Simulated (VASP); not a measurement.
Write the native input for VASP 6.6.1 that does the following.

- Task: single point
- Functional: LDA
- Potentials or basis: VASP PAW LDA potentials, release 64 (Be, Pd)
- Cutoff: 520 eV
- k mesh: 15 × 15 × 15
- Occupations: fermi-dirac, width 0.05 eV
- Spin: no spin polarisation
- Dipole correction: no
- Further INCAR settings: ALGO = Normal; EDIFF = 1e-06; NBANDS = 13

The structure of BePd lies in POSCAR:

```
BePd
1.0
    2.7725795834      0.0000000000      0.0000000000
    0.0000000000      2.7725795834      0.0000000000
    0.0000000000      0.0000000000      2.7725795834
Be Pd
1 1
Direct
    0.0000000000      0.0000000000      0.0000000000
    0.5000000000      0.5000000000      0.5000000000
```

The input as run:

INCAR

```
PREC = Accurate ; ENCUT = 520
EDIFF = 1E-6 ; ISMEAR = -1
SIGMA = 0.05 ; LREAL = False
LASPH = True ; NELM = 80
ALGO = Normal ; ISIF = 2
LWAVE = False ; LCHARG = True
LELF = True ; LVHAR = True
NBANDS = 13
```

KPOINTS

```
Automatic mesh
0
Gamma
  15 15 15
```

Potentials or basis: VASP PAW LDA potentials, release 64 (Be, Pd).

Command:

```console
$ cat potpaw_LDA.64/Be/POTCAR potpaw_LDA.64/Pd/POTCAR > POTCAR
$ mpirun -np 1 vasp_std > vasp.out
```

Results of the run:

```json
{
  "Pressure": "0.7 GPa",
  "Band gap on the k mesh": "zero (band 6 reaches 14.99 eV, above the bottom of band 7 at 9.31 eV)"
}
```

Wall time 47 s on 1 thread of AMD EPYC 7R13, on a shared host, peak memory 0.12 GiB.
